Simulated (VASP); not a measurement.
Runs of VASP 6.6.1 on Co. The structure is that of space group P6_3/mmc (No. 194), or close to it. The cells are those of the table. 

| task | cell | k mesh | cutoff (eV) | gap on the mesh (eV) | pressure (GPa) | moment (μB) |
| --- | --- | --- | --- | --- | --- | --- |
| relaxation of cell and atoms | relaxed from a = 2.519, b = 2.519, c = 4.091 Å, angles 90.0, 90.0, 120.0°, 2 atoms | 12 × 12 × 6 | 600 | none | 0.5 | 3.05 |
| single point | a = 2.458, b = 2.458, c = 3.961 Å, angles 90.0, 90.0, 120.0°, 2 atoms | 12 × 12 × 6 | 520 | none | -1.2 | 3.08 |
| single point | a = 2.456, b = 2.456, c = 3.969 Å, angles 90.0, 90.0, 120.0°, 2 atoms | 15 × 15 × 9 | 520 | none | -0.6 | 3.17 |
| single point | a = 2.456, b = 2.456, c = 3.969 Å, angles 90.0, 90.0, 120.0°, 2 atoms | 18 × 18 × 10 | 520 | none | (b) | (a) |

Alike in all rows: level PBEsol; potentials or basis VASP PAW PBE potentials, release 64 (Co); spin collinear, ferromagnetic start; smearing gaussian 0.1 eV.

Problem. Fill in the values left out.

Solution. (a) 3.14; (b) -0.9.

Caveats: the PAW data sets were made with another functional, which shifts forces and pressure a little.

A gap of «none» marks levels without a gap at the run's occupations.
